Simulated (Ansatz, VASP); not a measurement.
**Bi: VASP beside Ansatz**

INCAR

```
SYSTEM = Bi
PREC = Accurate
ENCUT = 520
EDIFF = 1E-7
ISMEAR = -1
SIGMA = 0.1
LREAL = .False.
LASPH = .True.
NELM = 100
ALGO = Normal
ISIF = 2
LWAVE = .False.
LCHARG = .False.
NBANDS = 14
```

KPOINTS

```
Automatic mesh
0
Gamma
  11 11 11
  0 0 0
```

The input POSCAR:

```
Bi
1.0
    3.1955766747      0.0000000000      0.0000000000
    0.0000000000      3.1955766747      0.0000000000
    0.0000000000      0.0000000000      3.1955766747
Bi
1
Direct
    0.0000000000      0.0000000000      0.0000000000
```

Input for Ansatz:

```yaml
crystal:
  lattice:
    - [3.1955766747, 0.0, 0.0]
    - [0.0, 3.1955766747, 0.0]
    - [0.0, 0.0, 3.1955766747]
  atoms:
    - { symbol: Bi, position: [0.0, 0.0, 0.0] }
hamiltonian:
  xc: lda
  pseudopotentials:
    kind: paw
    azcp:
      Bi: "pseudopotentials/Bi.paw.azcp"
basis:
  ecutwfc: 420
  fft_grid_basis: typed
kpoints:
  mp_grid: { grid: [11, 11, 11], shift: [0, 0, 0] }
magnetization:
  spin_polarized: false
scf:
  occupations: { method: fermi_dirac, width: 0.1 }
  lower_state_search: "off"
output:
  stress: true
```

Alike in both runs: task single point; functional LDA; k mesh 11 × 11 × 11; occupations fermi-dirac, width 0.1 eV; no spin polarisation.

|  | VASP | Ansatz |
| --- | --- | --- |
| version | VASP 6.6.1 | Ansatz 0.2.0 |
| potentials or method | VASP PAW LDA potentials, release 64 (Bi_d), cutoff 520 eV | plane waves (420 eV) with PAW, scalar-relativistic |
| valence electrons in the cell | 15 | 15 |

```csv
,VASP,Ansatz,Ansatz less VASP
pressure (GPa),0.3,0.2,-0.08
```

Ansatz warns that its potentials were made for another functional, while VASP's fit it. LDA's correlation is that of Perdew and Zunger in VASP and of Perdew and Wang (1992) in Ansatz.

Spin-orbit coupling is off throughout.
